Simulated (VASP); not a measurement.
The system is MoRh.

```
Mo Rh
1.0
     2.79543    0.00000    0.00000
    -1.39772    2.42092    0.00000
     0.00000    0.00000    4.43737
Mo Rh
1 1
Cartesian
  0.0000 0.0000 2.2187
  0.0000 1.6139 0.0000
```

- Program: VASP 6.6.1
- Task: relaxation of volume and atoms at fixed shape
- Functional: LDA
- Potentials or basis: VASP PAW LDA potentials, release 64 (Mo_sv, Rh_pv)
- Cutoff: 600 eV
- k mesh: 8 × 8 × 5
- Occupations: fermi-dirac, width 0.1 eV
- Spin: no spin polarisation

At the start: pressure -16.5 GPa; volume 15.01 Å³/atom.

Q: How do energy, volume and symmetry change on relaxing?

A: Over 4 steps the energy falls by 49.9 meV/atom and the volume is 14.12 Å³/atom (-6.0 %); space group P-6m2 (No. 187, to 0.1 Å) before and after.

The path:
| step | energy change (eV) | largest force (eV/Å) | pressure (GPa) | volume (Å³) |
| --- | --- | --- | --- | --- |
| 1 | 0.0000 | 0.0000 | -16.52 | 30.03 |
| 2 | 0.7987 | 0.0000 | 76.14 | 23.79 |
| 3 | -0.0993 | 0.0000 | -1.29 | 28.33 |
| 4 | -0.0997 | 0.0000 | -0.29 | 28.23 |

Final structure:
```xyz
2
Lattice="2.7385 0.0000 0.0000 -1.3692 2.3716 0.0000 0.0000 0.0000 4.3470" Properties=species:S:1:pos:R:3 pbc="T T T"
Mo   -1.3692    2.3716    2.1735
Rh    0.0000    1.5811    0.0000
```
